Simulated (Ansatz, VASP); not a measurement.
## One calculation of MgO, two programs

```
Mg O
1.0
     3.52132    0.00000    0.00000
    -1.76066    3.04955    0.00000
     0.00000    0.00000    4.23938
Mg O
2 2
Cartesian
  1.6367 1.0165 3.1795
  0.1240 2.0330 1.0598
  1.8495 1.0165 1.0598
  -0.0888 2.0330 3.1795
```

Change from the starting cell: mode 4 frozen in at -0.124 Å and mode 7 at +0.000 Å (largest displacements).

Alike in both runs: task single point; functional PBE; k mesh 9 × 9 × 6; occupations gaussian, width 0.05 eV; no spin polarisation.

|  | VASP | Ansatz |
| --- | --- | --- |
| version | VASP 6.6.1 | Ansatz 0.2.0 |
| potentials or method | VASP PAW PBE potentials, release 64 (Mg, O), cutoff 520 eV | scalar-relativistic, plane waves, PAW |
| valence electrons in the cell | 16 | 32 |

|  | VASP | Ansatz | Ansatz less VASP |
| --- | --- | --- | --- |
| gap on the k mesh at the Fermi level (eV) | 3.16 | 3.18 | +0.021 |
| least direct gap on the mesh (eV) | 3.16 | 3.18 | +0.021 |
| pressure (GPa) | -0.4 | 0.1 | +0.56 |
| traceless stress, the component that is largest in VASP (GPa) | -0.96 | -0.97 | -0.008 |
| rms of the force components (eV/Å) | 0.412 | 0.408 | -0.0036 |

Atom by atom the forces differ by 0.004 eV/Å (rms over components). VASP's potentials hold 16 valence electrons a cell and Ansatz's 32, so a difference there can come from the potentials and not from the codes.
